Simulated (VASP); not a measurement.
# AlNi in VASP: single point with PBEsol

Aim: the single point of AlNi with PBEsol.

All numbers are computed with VASP 6.6.1; they aren't measurements. Logs are shortened: lines on timing, memory, paths and dates and some standing lists are left out, and cuts for length are marked.

### 1 The cell of the first run

The typed cell holds 4 atoms: a = 2.850 Å, b = 4.057 Å, c = 4.057 Å, α = 90.00°, β = 90.00°, γ = 90.00°.

### 2 Single point, PBEsol

Contents of INCAR:

```
SYSTEM = AlNi
PREC = Accurate
ENCUT = 520
EDIFF = 1E-6
ISMEAR = 0
SIGMA = 0.15
LREAL = .FALSE.
LASPH = .TRUE.
NELM = 100
ALGO = Fast
ISIF = 2
LWAVE = .FALSE.
LCHARG = .FALSE.
GGA = PS
NBANDS = 21
```

Contents of KPOINTS:

```
Automatic mesh
0
G
  12 8 8
  0 0 0
```

Contents of POSCAR:

```
AlNi
1.0
   -2.0149688988      2.0149693675     -0.0000005456
   -2.0284087404     -2.0284082903     -2.8686827068
   -2.0284041683     -2.0284052673      2.8686773566
Al Ni
2 2
Direct
   -0.0000056314      0.0000078764      0.0000100759
    0.0000056314      0.4999921236      0.4999899241
    0.4999976969      0.9999881186      0.5000124573
    0.5000023031      0.5000118814     -0.0000124573
```

Potentials or basis: VASP PAW PBE potentials, release 64 (Al, Ni).

Run with:

```
> cat potpaw_PBE.64/Al/POTCAR potpaw_PBE.64/Ni/POTCAR > POTCAR
> mpirun -np 1 vasp_std > vasp.out
```

OUTCAR:

```text
SYSTEM = AlNi
   PREC = Accurate
   ENCUT = 520
   EDIFF = 1E-6
   ISMEAR = 0
   LREAL = .FALSE.
   LASPH = .TRUE.
   NELM = 100
   ISIF = 2
   GGA = PS

 ion  position               nearest neighbor table
   1  1.000  0.000  0.000-   4 2.48   3 2.48   3 2.48   4 2.48   3 2.48   4 2.48   3 2.48   4 2.48
                             2 2.87   2 2.87   2 2.87   2 2.87
   2  0.000  0.500  0.500-   3 2.48   4 2.48   4 2.48   3 2.48   4 2.48   3 2.48   4 2.48   3 2.48
                             1 2.87   1 2.87   1 2.87   1 2.87
   3  0.500  1.000  0.500-   2 2.48   1 2.48   1 2.48   2 2.48   1 2.48   2 2.48   1 2.48   2 2.48
                             4 2.87   4 2.87   4 2.87   4 2.87
   4  0.500  0.500  1.000-   1 2.48   2 2.48   2 2.48   1 2.48   2 2.48   1 2.48   2 2.48   1 2.48
                             3 2.87   3 2.87   3 2.87   3 2.87

  LATTYP: Found a base centered orthorhombic cell.
 ALAT       =     5.7372002943
 B/A-ratio  =     1.0000278479
 C/A-ratio  =     0.4966876751

  Lattice vectors:

 A1 = (  -2.0284087404,  -2.0284082903,  -2.8686827068)
 A2 = (  -2.0284041683,  -2.0284052673,   2.8686773566)
 A3 = (  -2.0149688988,   2.0149693675,  -0.0000005456)

Analysis of symmetry for initial positions (statically):
=====================================================================
 Subroutine PRICEL returns:
 Original cell was already a primitive cell.

 Routine SETGRP: Setting up the symmetry group for a
 base centered orthorhombic supercell.

 Subroutine GETGRP returns: Found  4 space group operations
 (whereof  2 operations were pure point group operations)
 out of a pool of  8 trial point group operations.

The static configuration has the point symmetry C_1h.
 The point group associated with its full space group is C_2h.

Analysis of symmetry for dynamics (positions and initial velocities):
=====================================================================
 Subroutine PRICEL returns:
 Original cell was already a primitive cell.

 Routine SETGRP: Setting up the symmetry group for a
 base centered orthorhombic supercell.

 Subroutine GETGRP returns: Found  4 space group operations
 (whereof  2 operations were pure point group operations)
 out of a pool of  8 trial point group operations.

The dynamic configuration has the point symmetry C_1h.
 The point group associated with its full space group is C_2h.

 Subroutine INISYM returns: Found  4 space group operations
 (whereof  2 operations are pure point group operations),
 and found     1 'primitive' translations

----------------------------------------------------------------------------------------
[... 101 lines left out ...]
   IBRION =     -1    ionic relax: 0-MD 1-quasi-New 2-CG
   NFREE  =      0    steps in history (QN), initial steepest desc. (CG)
   ISIF   =      2    stress and relaxation
   ISYM   =      2    0-nonsym 1-usesym 2-fastsym
   POTIM  = 0.5000    time-step for ionic-motion
   TEBEG  =    0.0;   TEEND  =   0.0 temperature during run
   PSTRESS=    0.0 pullay stress
   NELECT =      26.0000    total number of electrons
   NUPDOWN=      -1.0000    fix difference up-down
   EMIN   =  10.00;   EMAX   =-10.00  energy-range for DOS
   EFERMI =   0.00;   METHOD = LEGACY
   ISMEAR =     0;   SIGMA  =   0.15  broadening in eV -4-tet -1-fermi 0-gaus
   EFERMI_NEDOS =   21; number of points for ismear=-14 and -15
   IALGO  =     68    algorithm
   IMIX   =      4    mixing-type and parameters
     AMIX     =   0.40;   BMIX     =  1.00
     AMIX_MAG =   1.60;   BMIX_MAG =  1.00
  volume/ion in A,a.u.               =      11.72        79.12
  Fermi-wavevector in a.u.,A,eV,Ry     =   1.344861  2.541419 24.608197  1.808651
  Thomas-Fermi vector in A             =   2.472821
   LORBIT       =      0    0 simple, 1 ext, 2 COOP (PROOUT), +10 PAW based schemes
   GGA     = PS    functional components
   LHFCALC =     F    Hartree Fock is set to
   AEXX    =    0.0000 exact exchange contribution
   IVDW    =     0    specifies the selected vdW correction
   LEPSILON=     F    determine dielectric tensor
   LRPA    =     F    only Hartree local field effects (RPA)
 non-spin polarized calculation
 RMM-DIIS sequential band-by-band and
 Gauss-broadening in eV      SIGMA  =   0.15
  energy-cutoff  :      520.00
  volume of cell :       46.90
 maximum number of plane-waves:      1283
 NGX is ok and might be reduce to    24
   NGX = 11   NGY = 15   NGZ = 15

 number of electron      26.0000002 magnetization

 Free energy of the ion-electron system (eV)
  ---------------------------------------------------
  ext. energy  EPLUGINS =         0.00000000
  ---------------------------------------------------
  free energy    TOTEN  =       -23.18278563 eV

  energy without entropy =      -23.16405122  energy(sigma->0) =      -23.17341842

 E-fermi :  10.1753     XC(G=0): -12.2612

 val. band max:       10.1745485307   @ k =   0.5000  -0.2500   0.1250
 cond. band min:      10.1757353508   @ k =   0.3333  -0.1250   0.1250
 fundamental gap:      0.0011868201
 Fermi energy:        10.1753408142

 k-point     1 :       0.0000    0.0000    0.0000
  band No.  band energies     occupation
      1      -1.1179      2.00000
      2       4.7434      2.00000
      3       6.6717      2.00000
      4       6.8266      2.00000
      5       6.8281      2.00000
      6       7.1949      2.00000
[... 565 lines left out ...]
     20      21.2822      0.00000
     21      21.5213      0.00000

 [... further k-points ...]

------------------------ aborting loop because EDIFF is reached ----------------------------------------

  FORCE on cell =-STRESS in cart. coord.  units (eV):
  Direction    XX          YY          ZZ          XY          YZ          ZX
  --------------------------------------------------------------------------------------
  -------------------------------------------------------------------------------------
  Total        0.0662130      0.0662384      0.0534774     -0.0121259      0.0000001      0.0000001
  in kB        2.2619763      2.2628451      1.8269036     -0.4142451      0.0000018      0.0000030
  external PRESSURE =       2.1172416 kB  Pullay stress =       0.0000000 kB

 VOLUME and BASIS-vectors are now :
 -----------------------------------------------------------------------------
  energy-cutoff  :      520.00
  volume of cell :       46.90
      direct lattice vectors                 reciprocal lattice vectors
    -2.014968899  2.014969367 -0.000000546    -0.248142779  0.248142739  0.000000067
    -2.028408740 -2.028408290 -2.868682707    -0.123249326 -0.123249344 -0.174296027
    -2.028404168 -2.028405267  2.868677357    -0.123249603 -0.123249527  0.174296353

 POSITION                                       TOTAL-FORCE (eV/Angst)
 -----------------------------------------------------------------------------------
     -2.01499      2.01492      0.00001         0.000038      0.000182      0.000000
     -2.02838     -2.02836     -0.00001        -0.000038     -0.000182     -0.000000
     -4.05009     -2.03513     -1.43427        -0.000000     -0.000000     -0.000197
     -4.05010     -2.03512      1.43427         0.000000      0.000000      0.000197
 -----------------------------------------------------------------------------------
    total drift:                                0.000404      0.000234     -0.000057

  FREE ENERGIE OF THE ION-ELECTRON SYSTEM (eV)
  ---------------------------------------------------
  free  energy   TOTEN  =       -23.1827856251 eV

  energy  without entropy=      -23.1640512247  energy(sigma->0) =      -23.17341842
```

Run time: 5.3 min. Hardware: 1 thread of AMD EPYC 7R13, shared host; peak memory 0.27 GiB.

What came out:

```yaml
Free_energy: -23.1828 eV
Pressure: 0.2 GPa
Band_gap_on_the_k_mesh: zero (bands 13 and 14 overlap by 3.32 eV)
```

Levels at points of the mesh, in eV from the Fermi level:
```
           k point  band 10  band 11  band 12  band 13  band 14  band 15  band 16  band 17
(0.00, 0.00, 0.00)    -1.61    -1.59    -1.59    -1.06     1.44     2.54     5.48     5.48
(0.50, 0.00, 0.00)    -1.03    -1.02    -0.64     1.94     1.94     1.95     3.88     4.50
(0.00, 0.50, 0.00)    -1.95    -1.86    -1.86     1.01     1.01     2.61     2.61     8.47
(0.50, 0.50, 0.00)    -2.18    -1.30    -1.30    -0.57    -0.57     5.37     5.37     5.39
(0.00, 0.50, 0.50)    -2.30    -1.50    -1.50    -0.69    -0.69     8.30     8.30     9.98
(0.50, 0.50, 0.50)    -2.16    -2.15    -2.15    -1.05    -1.05     1.50     1.50     2.59
```

Caveat: the PAW data sets were made with another functional, which shifts forces and pressure a little. Spin polarisation is off, so any magnetic state and its effect on volume and gap are missing.
